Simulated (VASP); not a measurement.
## Zr4HC4: single point with PBEsol

Zr4HC4, a slab with vacuum:

```
Zr C H
1.0
     3.30153    0.00000    0.00000
     0.00000    3.30153    0.00000
     0.00000    0.00000   26.00360
Zr C H
4 4 1
Cartesian
  0.0000 0.0000 8.5000
  1.6508 1.6508 10.8345
  0.0000 0.0000 13.1347
  1.6508 1.6508 15.4257
  1.6508 1.6508 8.5000
  0.0000 0.0000 10.8345
  1.6508 1.6508 13.1739
  0.0000 0.0000 15.4225
  3.3015 1.6508 16.6674
```

```
Program                : VASP 6.6.1
Task                   : single point
Functional             : PBEsol
Potentials or basis    : VASP PAW PBE potentials, release 64 (Zr_sv, C, H)
Cutoff                 : 520 eV
k mesh                 : 9 × 9 × 1
Occupations            : gaussian, width 0.1 eV
Spin                   : no spin polarisation
Dipole correction      : yes
Further INCAR settings : ALGO = Normal; EDIFF = 1e-06; NBANDS = 42
```

The largest force is 1.200 eV/Å.

Forces in eV/Å, atoms in the order of the input:
```
Zr   0.000  0.000  1.200
Zr   0.000  0.000 -0.040
Zr   0.000  0.000 -0.002
Zr   0.000  0.000  0.016
C    0.000  0.000 -0.508
C    0.000  0.000 -0.681
C    0.000  0.000  0.000
C    0.000  0.000  0.010
H    0.000  0.000  0.005
```

Levels at points of the mesh, in eV from the Fermi level:
```tsv
k point	band 30	band 31	band 32	band 33	band 34	band 35	band 36	band 37
(0.00, 0.00, 0.00)	-0.23	-0.22	0.04	0.10	0.55	0.72	0.76	1.07
```

Run time: 16 min on 1 thread of Intel(R) Xeon(R) Platinum 8259CL CPU @ 2.50GHz (Skylake/Cascade Lake) (shared host), peak memory 0.55 GiB.

Caveat: the PAW data sets were made with another functional, which shifts forces and pressure a little.
